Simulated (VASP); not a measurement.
**HfRu3: single point with PBEsol**

The system is HfRu3.

```
Hf Ru
1.0
     3.95577    0.00000    0.00000
     0.00000    3.95577    0.00000
     0.00000    0.00000    3.95577
Hf Ru
1 3
Direct
  0.00000 0.00000 0.00000
  0.00000 0.50000 0.50000
  0.50000 0.00000 0.50000
  0.50000 0.50000 0.00000
```

```json
{"Program": "VASP 6.6.1", "Task": "single point", "Functional": "PBEsol", "Potentials or basis": "VASP PAW PBE potentials, release 64 (Hf_pv, Ru_pv)", "Cutoff": "520 eV", "k mesh": "7 × 7 × 7", "Occupations": "fermi-dirac, width 0.05 eV", "Spin": "non-collinear spin, zero start, spin-orbit coupling", "Starting moments": "[[0.0, 0.0, 0.0], [0.0, 0.0, 0.0], [0.0, 0.0, 0.0], [0.0, 0.0, 0.0]] μB", "Dipole correction": "no", "Further INCAR settings": "ALGO = Normal; EDIFF = 1e-06; NBANDS = 66"}
```

* Pressure: -10.4 GPa
* Net moment: 0.00 μB per cell
* Valence electrons inside the program's atomic spheres: Hf 8.67; Ru 12.63

Moments on the atoms (μB; x, y, z):
```
Hf  0.00 0.00 0.00
Ru  0.00 0.00 0.00
Ru  0.00 0.00 0.00
Ru  0.00 0.00 0.00
```

Wall time 6.9 min on 1 thread of Intel Xeon 8259CL (shared host), peak memory 0.35 GiB.

Caveat: the PAW data sets were made with another functional, which shifts forces and pressure a little.
